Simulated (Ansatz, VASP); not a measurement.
**One calculation of TiO2, two programs**

INCAR

```
SYSTEM = TiO2
PREC = Accurate ; ENCUT = 580
EDIFF = 1E-6 ; ISMEAR = -1
SIGMA = 0.05 ; LREAL = .FALSE.
LASPH = .TRUE. ; NELM = 100
ALGO = Normal ; ISIF = 3
LWAVE = .FALSE. ; LCHARG = .FALSE.
GGA = PE ; IBRION = 2
NSW = 60 ; EDIFFG = -0.01
```

Contents of KPOINTS:

```
regular mesh
0
G
  6 6 9
  0 0 0
```

File POSCAR:

```
TiO2
1.0
    4.5998373239      0.0000000000      0.0000000000
    0.0000000000      4.5998373239      0.0000000000
    0.0000000000      0.0000000000      2.9592135600
Ti O
2 4
Direct
    0.0000000000      0.0000000000      0.5000000000
    0.5000000000      0.5000000000      0.0000000000
    0.3043213200      0.3043213200      0.5000000000
    0.1956786800      0.8043213200      0.0000000000
    0.8043213200      0.1956786800      0.0000000000
    0.6956786800      0.6956786800      0.5000000000
```

Contents of input.yaml:

```yaml
crystal:
  lattice:
    - [4.5998373239, 0.0, 0.0]
    - [0.0, 4.5998373239, 0.0]
    - [0.0, 0.0, 2.95921356]
  atoms:
    - { symbol: Ti, position: [0.0, 0.0, 0.5] }
    - { symbol: Ti, position: [0.5, 0.5, 0.0] }
    - { symbol: O, position: [0.30432132, 0.30432132, 0.5] }
    - { symbol: O, position: [0.19567868, 0.80432132, 0.0] }
    - { symbol: O, position: [0.80432132, 0.19567868, 0.0] }
    - { symbol: O, position: [0.69567868, 0.69567868, 0.5] }
hamiltonian:
  xc: pbe
  pseudopotentials: { kind: paw }
kpoints:
  mp_grid: { grid: [6, 6, 9] }
scf:
  occupations: { method: fermi_dirac, width: 0.05 }
output:
  forces: true
  stress: true
relax:
  f_tol: 0.01
  max_steps: 40
  cell: { stress_tol: 0.05 }
```

Alike in both runs: task relaxation of cell and atoms; functional PBE; k mesh 6 × 6 × 9; occupations fermi-dirac, width 0.05 eV; no spin polarisation.

|  | VASP | Ansatz |
| --- | --- | --- |
| version | VASP 6.6.1 | Ansatz 0.2.0 |
| potentials or method | VASP PAW PBE potentials, release 64 (Ti, O) | Ansatz PAW |
| plane-wave cutoff (eV) | 580 | 420 |
| valence electrons in the cell | 32 | 48 |

|  | VASP | Ansatz | Ansatz less VASP |
| --- | --- | --- | --- |
| relaxed volume (Å³/atom) | 10.75 | 10.65 | -0.101 |
| relaxed cell length with the largest relative difference (Å) | 4.661 | 4.643 | -0.0180 |

VASP's potentials hold 32 valence electrons a cell and Ansatz's 48, so a difference there can come from the potentials and not from the codes.

Noted on Ansatz's run: odd divisions of the mesh miss points on the zone boundary, where band edges often lie, so the gap on the mesh can be too wide; the plane-wave basis is chosen anew once the cell has moved, so the energies of steps on either side of that aren't comparable.
